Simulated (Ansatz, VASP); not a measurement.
**Mg5O in VASP and in Ansatz**

File INCAR:

```
ALGO = Normal
EDIFF = 1E-6
ENCUT = 520
GGA = PE
ISIF = 2
ISMEAR = 0
ISPIN = 2
LASPH = T
LCHARG = F
LORBIT = 11
LREAL = F
LWAVE = F
MAGMOM = 0 0 0 0 0 1
NBANDS = 21
NELM = 150
PREC = Accurate
SIGMA = 0.1
```

KPOINTS

```
k-points
0
Gamma
  6 6 4
```

POSCAR

```
Mg5O
1.0
    4.5727278000      0.0000000000      0.0000000000
   -2.2863639000      3.9600984400      0.0000000000
    0.0000000000      0.0000000000      4.9087831600
Mg O
5 1
Direct
    0.0000000000      0.3317663100      0.0000000000
    0.6682336900      0.6682336900      0.0000000000
    0.3317663100      0.0000000000      0.0000000000
    0.6666666700      0.3333333300      0.5000000000
    0.3333333300      0.6666666700      0.5000000000
    0.0000000000      0.0000000000      0.5000000000
```

Input for Ansatz:

```yaml
crystal:
  lattice:
    - [4.5727278, 0.0, 0.0]
    - [-2.2863639, 3.96009844, 0.0]
    - [0.0, 0.0, 4.90878316]
  atoms:
    - { symbol: Mg, position: [0.0, 0.33176631, 0.0] }
    - { symbol: Mg, position: [0.66823369, 0.66823369, 0.0] }
    - { symbol: Mg, position: [0.33176631, 0.0, 0.0] }
    - { symbol: Mg, position: [0.66666667, 0.33333333, 0.5] }
    - { symbol: Mg, position: [0.33333333, 0.66666667, 0.5] }
    - { symbol: O, position: [0.0, 0.0, 0.5], spin: 1.0 }
basis:
  ecutwfc: 420
kpoints:
  mp_grid: { grid: [6, 6, 4] }
hamiltonian:
  xc: pbe
scf:
  occupations: { method: gaussian, width: 0.1 }
  lower_state_search: "off"
output:
  forces: true
  stress: true
  eigenvalues: true
  populations: true
magnetization:
  spin_polarized: true
```

Change from the starting cell: species swapped into the MgCd5 type (P-62m, No. 189).

Alike in both runs: task single point; functional PBE; k mesh 6 × 6 × 4; occupations gaussian, width 0.1 eV; collinear spin.

|  | VASP | Ansatz |
| --- | --- | --- |
| version | VASP 6.6.1 | Ansatz 0.2.0 |
| potentials or method | VASP PAW PBE potentials, release 64 (Mg, O), cutoff 520 eV | scalar-relativistic, plane waves, PAW |
| valence electrons in the cell | 16 | 56 |

|  | VASP | Ansatz | Ansatz less VASP |
| --- | --- | --- | --- |
| gap on the k mesh at the Fermi level (eV) | none | none | - |
| pressure (GPa) | 21.5 | 21.4 | -0.06 |
| traceless stress, the component that is largest in VASP (GPa) | -6.17 | -6.04 | +0.136 |
| rms of the force components (eV/Å) | 0.193 | 0.193 | +0.0004 |
| net moment per atom (μB) | 0.00 | 0.00 | 0.000 |

Atom by atom the forces differ by 0.000 eV/Å (rms over components). A gap of «none» marks a metal or a gap that the smearing closes. The functional is the same, so the differences come from potentials, cutoffs and numerics. VASP's potentials hold 16 valence electrons a cell and Ansatz's 56, so a difference there can come from the potentials and not from the codes. Ansatz's warnings: seeded moment not kept.
